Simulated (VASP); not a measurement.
Here is a VASP 6.6.1 calculation.

POSCAR

```
SrO
1.0
    0.0000000000      2.5698000000      2.4413100000
    2.5698000000      0.0000000000      2.4413100000
    2.5698000000      2.5698000000      0.0000000000
Sr O
1 1
Direct
    0.0000000000      0.0000000000      0.0000000000
    0.5000000000      0.5000000000      0.5000000000
```

Contents of INCAR.step1:

```
SYSTEM = SrO
PREC     = Accurate       ! precision mode
ENCUT    = 520            ! plane-wave cutoff, eV
ISMEAR   = 0              ! smearing method
SIGMA    = 0.05           ! smearing width, eV
LREAL    = .False.        ! projectors in reciprocal space
LASPH    = .True.         ! aspherical terms in the spheres
NELM     = 80             ! most SCF steps
NBANDS   = 15             ! bands
GGA      = PE             ! functional
ALGO     = Normal         ! electronic algorithm
EDIFF    = 1E-4           ! SCF threshold, eV
LWAVE    = .True.         ! write WAVECAR
LCHARG   = .False.        ! write CHGCAR
```

The input INCAR.step2:

```
SYSTEM = SrO
PREC     = Accurate       ! precision mode
ENCUT    = 520            ! plane-wave cutoff, eV
EDIFF    = 1E-7           ! SCF threshold, eV
ISMEAR   = 0              ! smearing method
SIGMA    = 0.05           ! smearing width, eV
LREAL    = .False.        ! projectors in reciprocal space
LASPH    = .True.         ! aspherical terms in the spheres
NELM     = 80             ! most SCF steps
ALGO     = Normal         ! electronic algorithm
ISIF     = 2              ! what is computed and relaxed
LWAVE    = .False.        ! write WAVECAR
LCHARG   = .True.         ! write CHGCAR
METAGGA  = R2SCAN         ! meta-GGA
LMIXTAU  = .True.       
LELF     = .True.         ! ELF
LVHAR    = .True.       
NBANDS   = 15             ! bands
ISTART   = 1
```

KPOINTS

```
Automatic mesh
0
Gamma
  8 8 8
  0 0 0
```

Potentials or basis: VASP PAW PBE potentials, release 64 (Sr_sv, O).

Launch:

```bash
$ cat potpaw_PBE.64/Sr_sv/POTCAR potpaw_PBE.64/O/POTCAR > POTCAR
$ cp INCAR.step1 INCAR
$ mpirun -np 1 vasp_std > vasp.out
$ cp INCAR.step2 INCAR
$ mpirun -np 1 vasp_std > vasp.out
```

Question: What does it give for the pressure?

Answer: 8.2 GPa.

Question: Predict the band gap on the k mesh.

Answer: 3.40 eV, indirect (least direct gap 3.63 eV).

Stress tensor (GPa, compression positive):
```
 4.53  0.00  0.00
 0.00  4.53  0.00
 0.00  0.00 15.61
```

Caveat: the cell differs from its parent crystal (strain +0.000 along x and y, -0.050 along z); the PAW data sets were made with another functional, which shifts forces and pressure a little. A k mesh can miss the band edges.
